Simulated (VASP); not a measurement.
# ScOs2 in VASP: further runs

The runs below take ScOs2 through single point, with PBE.

All numbers are computed with VASP 6.6.1; they aren't measurements. Logs are shortened: lines on timing, memory, paths and dates and some standing lists are left out, and cuts for length are marked.

## Step 1: The cell of the first run

The cell holds an amorphous packing of atoms, 6 atoms: a = 4.394 Å, b = 4.633 Å, c = 5.073 Å, α = 89.65°, β = 72.17°, γ = 82.68°.

## Step 2: Single point, PBE

Input file INCAR:

```
  ALGO = Normal
  EDIFF = 1E-6
  ENCUT = 520
  GGA = PE
  ISIF = 2
  ISMEAR = -1
  LASPH = T
  LCHARG = T
  LELF = T
  LREAL = F
  LVHAR = T
  LWAVE = F
  NBANDS = 36
  NELM = 60
  PREC = Accurate
  SIGMA = 0.1
```

Input file KPOINTS:

```
k-points
0
Gamma
  3 3 3
```

Input file POSCAR:

```
ScOs2
1.0
    4.1571690000     -0.2179860000      1.4062530000
    0.8177560000      4.5585850000      0.1338020000
   -0.0792990000     -0.1029000000      5.0714660000
Sc Os
2 4
Direct
    0.1312672088      0.7173787138      0.0911703612
    0.4526929447      0.6494939624      0.5121837743
    0.9072253249      0.9404807704      0.7133733041
    0.7593344427      0.4582221690      0.8630945410
    0.5541104419      0.1022560450      0.1927167540
    0.9909304056      0.2396989800      0.3532382828
```

Potentials or basis: VASP PAW PBE potentials, release 64 (Sc_sv, Os).

Command:

```console
cat potpaw_PBE.64/Sc_sv/POTCAR potpaw_PBE.64/Os/POTCAR > POTCAR
mpirun -np 1 vasp_std > vasp.out
```

OUTCAR:

```text
EDIFF = 1E-6
   ENCUT = 520
   GGA = PE
   ISIF = 2
   ISMEAR = -1
   LASPH = T
   LREAL = F
   NELM = 60
   PREC = Accurate

 ion  position               nearest neighbor table
   1  0.131  0.717  0.091-   3 2.57   6 2.62   4 2.67   6 2.68   4 2.76   5 2.82   2 2.84   5 2.89
                             2 2.90   3 3.14   2 3.14   5 3.33
   2  0.453  0.649  0.512-   3 2.51   4 2.63   5 2.64   6 2.75   1 2.84   1 2.90   5 2.93   3 2.97
                             1 3.14   6 3.22   4 3.23   4 3.25
   3  0.907  0.940  0.713-   6 2.25   4 2.46   4 2.47   5 2.51   2 2.51   1 2.57   2 2.97   1 3.14

   4  0.759  0.458  0.863-   5 2.40   3 2.46   3 2.47   6 2.63   2 2.63   1 2.67   1 2.76   6 3.08
                             2 3.23   2 3.25   5 3.31
   5  0.554  0.102  0.193-   6 2.36   4 2.40   6 2.46   3 2.51   2 2.64   1 2.82   1 2.89   2 2.93
                             4 3.31   1 3.33
   6  0.991  0.240  0.353-   3 2.25   5 2.36   5 2.46   1 2.62   4 2.63   1 2.68   2 2.75   4 3.08
                             2 3.22

  LATTYP: Found a triclinic cell.
 ALAT       =     5.0731296189
 B/A-ratio  =     1.3501387477
 C/A-ratio  =     1.3651444332
 COS(alpha) =     0.0008176270
 COS(beta)  =     0.5423984415
 COS(gamma) =     0.7365018895

  Lattice vectors:

 A1 = (   0.0792990000,   0.1029000000,  -5.0714660000)
 A2 = (   0.8970550000,   4.6614850000,  -4.9376640000)
 A3 = (   3.4187120000,  -4.6736710000,  -3.7990150000)

Analysis of symmetry for initial positions (statically):
=====================================================================
 Subroutine PRICEL returns:
 Original cell was already a primitive cell.

 Routine SETGRP: Setting up the symmetry group for a
 triclinic supercell.

 Subroutine GETGRP returns: Found  1 space group operations
 (whereof  1 operations were pure point group operations)
 out of a pool of  2 trial point group operations.

The static configuration has the point symmetry C_1 .

Analysis of symmetry for dynamics (positions and initial velocities):
=====================================================================
 Subroutine PRICEL returns:
 Original cell was already a primitive cell.

 Routine SETGRP: Setting up the symmetry group for a
 triclinic supercell.

 Subroutine GETGRP returns: Found  1 space group operations
 (whereof  1 operations were pure point group operations)
 out of a pool of  2 trial point group operations.

The dynamic configuration has the point symmetry C_1 .

 Subroutine INISYM returns: Found  1 space group operations
 (whereof  1 operations are pure point group operations),
 and found     1 'primitive' translations

----------------------------------------------------------------------------------------

                                     Primitive cell

  volume of cell :      97.4620

  direct lattice vectors                    reciprocal lattice vectors
     4.157169000 -0.217986000  1.406253000     0.237348725 -0.042661067  0.002845665
     0.817756000  4.558585000  0.133802000     0.009858256  0.217463829  0.004566486
    -0.079299000 -0.102900000  5.071466000    -0.066073875  0.006091958  0.196272098

  length of vectors
     4.393986742  4.633284478  5.073129619     0.241168989  0.217735056  0.207184954

  position of ions in fractional coordinates (direct lattice)
     0.131267209  0.717378714  0.091170361
     0.452692945  0.649493962  0.512183774
     0.907225325  0.940480770  0.713373304
     0.759334443  0.458222169  0.863094541
     0.554110442  0.102256045  0.192716754
     0.990930406  0.239698980  0.353238283

  ion indices of the primitive-cell ions
   primitive index   ion index
                 1           1
                 2           2
                 3           3
                 4           4
                 5           5
                 6           6

----------------------------------------------------------------------------------------

 KPOINTS: k-points

Automatic generation of k-mesh.
 Grid dimensions read from file:
 generate k-points for:    3    3    3

 Generating k-lattice:

  Cartesian coordinates                     Fractional coordinates (reciprocal lattice)
     0.079116242 -0.014220356  0.000948555     0.333333333  0.000000000  0.000000000
     0.003286085  0.072487943  0.001522162    -0.000000000  0.333333333 -0.000000000
    -0.022024625  0.002030653  0.065424033     0.000000000  0.000000000  0.333333333

  Length of vectors
     0.080389663  0.072578352  0.069061651

  Shift w.r.t. Gamma in fractional coordinates (k-lattice)
     0.000000000  0.000000000  0.000000000

 Subroutine IBZKPT returns following result:
 ===========================================

 Found     14 irreducible k-points:

 Following reciprocal coordinates:
            Coordinates               Weight
  0.000000  0.000000  0.000000      1.000000
  0.333333  0.000000 -0.000000      2.000000
  0.000000  0.333333  0.000000      2.000000
  0.333333  0.333333  0.000000      2.000000
 -0.333333  0.333333  0.000000      2.000000
 -0.000000  0.000000  0.333333      2.000000
  0.333333 -0.000000  0.333333      2.000000
 -0.333333 -0.000000  0.333333      2.000000
 -0.000000  0.333333  0.333333      2.000000
  0.333333  0.333333  0.333333      2.000000
 -0.333333  0.333333  0.333333      2.000000
  0.000000 -0.333333  0.333333      2.000000
  0.333333 -0.333333  0.333333      2.000000
 -0.333333 -0.333333  0.333333      2.000000
   k-points           NKPTS =     14   k-points in BZ     NKDIM =     14   number of bands    NBANDS=     36
   number of dos      NEDOS =    301   number of ions     NIONS =      6
   total plane-waves  NPLWV =  51840
   dimension x,y,z NGX =    36 NGY =   36 NGZ =   40
   dimension x,y,z NGXF=    72 NGYF=   72 NGZF=   80
   ions per type =               2   4
   NGX,Y,Z   is equivalent  to a cutoff of  13.62, 12.92, 13.11 a.u.
   NGXF,Y,Z  is equivalent  to a cutoff of  27.24, 25.83, 26.22 a.u.
 SYSTEM =  unknown system
   PREC   = accura    normal or accurate (medium, high low for compatibility)
   ISTART =      0    job   : 0-new  1-cont  2-samecut
   ICHARG =      2    charge: 1-file 2-atom 10-const
   ISPIN  =      1    spin polarized calculation?
   LNONCOLLINEAR =      F non collinear calculations
   LSORBIT =      F    spin-orbit coupling
   LASPH  =      T    aspherical Exc in radial PAW
   ENCUT  =  520.0 eV  38.22 Ry    6.18 a.u.   8.17  8.61  9.43*2*pi/ulx,y,z
   NELM   =     60;   NELMIN=  2; NELMDL= -5     # of ELM steps
   EDIFF  = 0.1E-05   stopping-criterion for ELM
   LREAL  =      F    real-space projection
[... 7 lines left out ...]
   TEBEG  =    0.0;   TEEND  =   0.0 temperature during run
   PSTRESS=    0.0 pullay stress
   NELECT =      54.0000    total number of electrons
   NUPDOWN=      -1.0000    fix difference up-down
   EMIN   =  10.00;   EMAX   =-10.00  energy-range for DOS
   EFERMI =   0.00;   METHOD = LEGACY
   ISMEAR =    -1;   SIGMA  =   0.10  broadening in eV -4-tet -1-fermi 0-gaus
   EFERMI_NEDOS =   21; number of points for ismear=-14 and -15
   IALGO  =     38    algorithm
   IMIX   =      4    mixing-type and parameters
     AMIX     =   0.40;   BMIX     =  1.00
     AMIX_MAG =   1.60;   BMIX_MAG =  1.00
  volume/ion in A,a.u.               =      16.24       109.62
  Fermi-wavevector in a.u.,A,eV,Ry     =   1.344604  2.540933 24.598781  1.807959
  Thomas-Fermi vector in A             =   2.472584
   LORBIT       =      0    0 simple, 1 ext, 2 COOP (PROOUT), +10 PAW based schemes
   GGA     = PE    functional components
   LHFCALC =     F    Hartree Fock is set to
   AEXX    =    0.0000 exact exchange contribution
   IVDW    =     0    specifies the selected vdW correction
   LEPSILON=     F    determine dielectric tensor
   LRPA    =     F    only Hartree local field effects (RPA)
 non-spin polarized calculation
  energy-cutoff  :      520.00
  volume of cell :       97.46
 maximum number of plane-waves:      2638
 NGX is ok and might be reduce to    36
   NGX = 17   NGY = 17   NGZ = 19

 number of electron      54.0000002 magnetization

 Free energy of the ion-electron system (eV)
  ---------------------------------------------------
  ext. energy  EPLUGINS =         0.00000000
  ---------------------------------------------------
  free energy    TOTEN  =       -53.84513410 eV

  energy without entropy =      -53.67965037  energy(sigma->0) =      -53.76239223

 E-fermi :   7.1105     XC(G=0): -12.4564

 val. band max:        7.0986110052   @ k =   0.3333  -0.0000   0.3333
 cond. band min:       7.1205346093   @ k =   0.0000   0.3333   0.0000
 fundamental gap:      0.0219236041
 Fermi energy:         7.1104968362

 k-point     1 :       0.0000    0.0000    0.0000
  band No.  band energies     occupation
      1     -41.5599      2.00000
      2     -41.4061      2.00000
      3     -20.5558      2.00000
      4     -20.3436      2.00000
      5     -20.2979      2.00000
      6     -20.1866      2.00000
[... 28 lines left out ...]
     35      10.0585      0.00000
     36      10.3120      0.00000

 k-point     2 :       0.3333    0.0000   -0.0000
  band No.  band energies     occupation
      1     -41.5505      2.00000
      2     -41.4145      2.00000
      3     -20.5439      2.00000
      4     -20.3207      2.00000
      5     -20.2895      2.00000
      6     -20.1916      2.00000
[... 28 lines left out ...]
     35       9.8074      0.00000
     36      10.2019      0.00000

 k-point     3 :       0.0000    0.3333    0.0000
  band No.  band energies     occupation
      1     -41.5589      2.00000
      2     -41.4057      2.00000
      3     -20.5517      2.00000
      4     -20.3482      2.00000
      5     -20.3082      2.00000
      6     -20.1899      2.00000
[... 28 lines left out ...]
     35      10.3707      0.00000
     36      10.5261      0.00000
[... 352 lines left out ...]
 k-point    13 :       0.3333   -0.3333    0.3333
  band No.  band energies     occupation
      1     -41.5422      2.00000
      2     -41.4213      2.00000
      3     -20.5072      2.00000
      4     -20.4010      2.00000
      5     -20.2834      2.00000
      6     -20.2085      2.00000
[... 28 lines left out ...]
     35       9.9672      0.00000
     36      10.1831      0.00000

 k-point    14 :      -0.3333   -0.3333    0.3333
  band No.  band energies     occupation
      1     -41.5372      2.00000
      2     -41.4265      2.00000
      3     -20.5024      2.00000
      4     -20.3404      2.00000
      5     -20.2773      2.00000
      6     -20.2086      2.00000
[... 28 lines left out ...]
     35       9.9385      0.00000
     36      10.3280      0.00000

------------------------ aborting loop because EDIFF is reached ----------------------------------------

  FORCE on cell =-STRESS in cart. coord.  units (eV):
  Direction    XX          YY          ZZ          XY          YZ          ZX
  --------------------------------------------------------------------------------------
  -------------------------------------------------------------------------------------
  Total       19.9763722     21.3345650     26.0950765      0.3985763     -6.5259613     -3.5178082
  in kB      328.3915440    350.7188729    428.9769126      6.5521957   -107.2802646    -57.8292425
  external PRESSURE =     369.3624432 kB  Pullay stress =       0.0000000 kB

 VOLUME and BASIS-vectors are now :
 -----------------------------------------------------------------------------
  energy-cutoff  :      520.00
  volume of cell :       97.46
      direct lattice vectors                 reciprocal lattice vectors
     4.157169000 -0.217986000  1.406253000     0.237348725 -0.042661067  0.002845665
     0.817756000  4.558585000  0.133802000     0.009858256  0.217463829  0.004566486
    -0.079299000 -0.102900000  5.071466000    -0.066073875  0.006091958  0.196272098

 POSITION                                       TOTAL-FORCE (eV/Angst)
 -----------------------------------------------------------------------------------
      1.12511      3.23224      0.74295         1.202335     -0.386189      0.809661
      2.37243      2.80939      3.32103         0.370810     -0.938584     -0.379370
      4.48400      4.01609      5.01947        -2.318260     -1.997715      0.977842
      3.46295      1.83451      5.50628         1.157729      1.362678      0.121868
      2.37187      0.32552      1.77026        -0.540868     -0.626744      0.263438
      4.28747      0.84033      3.21701         0.128254      2.586553     -1.793438
 -----------------------------------------------------------------------------------
    total drift:                                0.000531     -0.000616     -0.000374

  FREE ENERGIE OF THE ION-ELECTRON SYSTEM (eV)
  ---------------------------------------------------
  free  energy   TOTEN  =       -53.8451340976 eV

  energy  without entropy=      -53.6796503677  energy(sigma->0) =      -53.76239223
```

Run time: 61 s. Hardware: 1 thread of Intel Xeon Platinum 8488C (Sapphire Rapids), shared host; peak memory 0.24 GiB.

Results:

| Item | Value |
| --- | --- |
| Free energy | -53.8451 eV |
| Pressure | 36.9 GPa |
| Largest force | 3.213 eV/Å |
| Band gap on the k mesh | zero (band 27 reaches 7.20 eV, above the bottom of band 28 at 6.84 eV) |

Forces on the atoms (eV/Å):
```
Sc   1.202 -0.386  0.810
Sc   0.371 -0.939 -0.379
Os  -2.318 -1.998  0.978
Os   1.158  1.363  0.122
Os  -0.541 -0.627  0.263
Os   0.128  2.587 -1.793
```

Caveat: the k points lie up to 0.51 Å⁻¹ apart; spin-orbit coupling is left out, which moves the levels of the heavy elements.

## Step 3: Single point, PBE

This run uses another cell than the first one, of 17.90 Å³/atom, 1.102 times its volume.

Input file INCAR:

```
PREC = Accurate ; ENCUT = 520
EDIFF = 1E-7 ; ISMEAR = -1
SIGMA = 0.1 ; LREAL = F
LASPH = T ; NELM = 80
ALGO = Normal ; ISIF = 2
LWAVE = F ; LCHARG = T
GGA = PE ; LELF = T
LVHAR = T ; NBANDS = 36
```

Input file KPOINTS:

```
regular mesh
0
Gamma
  3 3 3
```

Input file POSCAR:

```
ScOs2
1.0
    4.2940780000     -0.2251650000      1.4525660000
    0.8446870000      4.7087140000      0.1382090000
   -0.0819110000     -0.1062890000      5.2384860000
Sc Os
2 4
Direct
    0.1225738894      0.7289740659      0.1016195441
    0.4545702669      0.6413655037      0.5010717220
    0.9089515100      0.9400326633      0.7167053547
    0.7649720746      0.4533668514      0.8652908864
    0.5577430646      0.0946924755      0.1939388662
    0.9893458803      0.2462490560      0.3526358525
```

Potentials or basis: VASP PAW PBE potentials, release 64 (Sc_sv, Os).

Command:

```console
cat potpaw_PBE.64/Sc_sv/POTCAR potpaw_PBE.64/Os/POTCAR > POTCAR
mpirun -np 1 vasp_std > vasp.out
```

It took 63 s on 1 thread of Intel Xeon Platinum 8488C (Sapphire Rapids), shared host; peak memory 0.23 GiB.

Results (log left out):

```yaml
Free_energy: -55.2301 eV
Pressure: 9.3 GPa
Largest_force: 2.287 eV/Å
Band_gap_on_the_k_mesh: zero (band 27 reaches 6.14 eV, above the bottom of band 28 at 5.78 eV)
```

Forces in eV/Å, atoms in the order of the input:
```
Sc   1.106 -0.503 -0.113
Sc   0.189 -0.670  0.626
Os  -1.883 -1.285  0.183
Os   0.894  1.184 -0.120
Os  -0.444  0.493 -0.247
Os   0.138  0.782 -0.329
```

Stress tensor (GPa, compression positive):
```
 6.66 -0.30 -1.41
-0.30  7.17 -5.42
-1.41 -5.42 14.18
```

Levels at points of the mesh, in eV from the Fermi level:
```csv
k point,band 24,band 25,band 26,band 27,band 28,band 29,band 30,band 31
"(0.00, 0.00, 0.00)",-1.36,-0.91,-0.77,-0.57,-0.08,0.41,1.05,1.34
```

Caveat: the k points lie up to 0.49 Å⁻¹ apart; spin-orbit coupling is left out, which moves the levels of the heavy elements.

## Step 4: Single point, PBE

This run uses another cell than the first one, of 20.26 Å³/atom, 1.247 times its volume.

Input file INCAR:

```
  PREC = Accurate
  ENCUT = 520
  EDIFF = 1E-6
  ISMEAR = -1
  SIGMA = 0.1
  LREAL = False
  LASPH = True
  NELM = 100
  ALGO = Normal
  ISIF = 2
  LWAVE = False
  LCHARG = False
  GGA = PE
  NBANDS = 36
```

Input file KPOINTS:

```
Automatic mesh
0
Gamma
  3 3 3
```

Input file POSCAR:

```
ScOs2
1.0
    4.4751660000     -0.2346600000      1.5138230000
    0.8803090000      4.9072880000      0.1440370000
   -0.0853650000     -0.1107720000      5.4594010000
Sc Os
2 4
Direct
    0.1167018330      0.7404235320      0.1169633256
    0.4570186306      0.6287164653      0.4919814925
    0.9096799604      0.9377489695      0.7206312570
    0.7727468435      0.4514547572      0.8660468184
    0.5608790920      0.0873856247      0.1954242905
    0.9880751618      0.2552661884      0.3503952757
```

Command:

```console
cat potpaw_PBE.64/Sc_sv/POTCAR potpaw_PBE.64/Os/POTCAR > POTCAR
mpirun -np 1 vasp_std > vasp.out
```

It took 75 s on 1 thread of Intel Xeon Platinum 8488C (Sapphire Rapids), shared host; peak memory 0.25 GiB.

It converged, with:

```
Free energy            : -54.8720 eV
Pressure               : -12.4 GPa
Largest force          : 1.474 eV/Å
Band gap on the k mesh : zero (band 27 reaches 4.87 eV, above the bottom of band 28 at 4.59 eV)
```

Forces on the atoms (eV/Å):
```
Sc   0.615 -0.294 -0.876
Sc   0.128 -0.340  1.088
Os  -1.413 -0.412 -0.084
Os   0.693  0.561 -0.169
Os   0.017  1.166 -0.675
Os  -0.040 -0.681  0.717
```

Stress tensor (GPa, compression positive):
```
-12.73  -1.22   2.08
 -1.22 -15.50  -1.77
  2.08  -1.77  -8.95
```

Levels at points of the mesh, in eV from the Fermi level:
| k point | band 23 | band 24 | band 25 | band 26 | band 27 | band 28 | band 29 | band 30 | band 31 | band 32 |
| --- | --- | --- | --- | --- | --- | --- | --- | --- | --- | --- |
| (0.00, 0.00, 0.00) | -1.63 | -1.15 | -0.76 | -0.59 | -0.42 | -0.04 | 0.39 | 0.90 | 1.16 | 1.69 |

Caveat: the k points lie up to 0.47 Å⁻¹ apart; spin-orbit coupling is left out, which moves the levels of the heavy elements.

## Step 5: Summary

| cell | gap on the mesh (eV) | pressure (GPa) | largest force (eV/Å) |
| --- | --- | --- | --- |
| a = 4.394, b = 4.633, c = 5.073 Å, angles 89.6, 72.2, 82.7°, 6 atoms | none | 36.9 | 3.21 |
| a = 4.539, b = 4.786, c = 5.240 Å, angles 89.6, 72.2, 82.7°, 6 atoms | none | 9.3 | 2.29 |
| a = 4.730, b = 4.988, c = 5.461 Å, angles 89.6, 72.2, 82.7°, 6 atoms | none | -12.4 | 1.47 |

Alike in all rows: task single point; level PBE; potentials or basis VASP PAW PBE potentials, release 64 (Sc_sv, Os); no spin polarisation; k mesh 3 × 3 × 3; cutoff (eV) 520; smearing fermi-dirac 0.1 eV.

Caveats: all runs use coarse meshes; spin-orbit coupling is left out, which moves the levels of the heavy elements.

Total energies depend on the potentials used, so only differences within one code and one set of settings carry meaning.
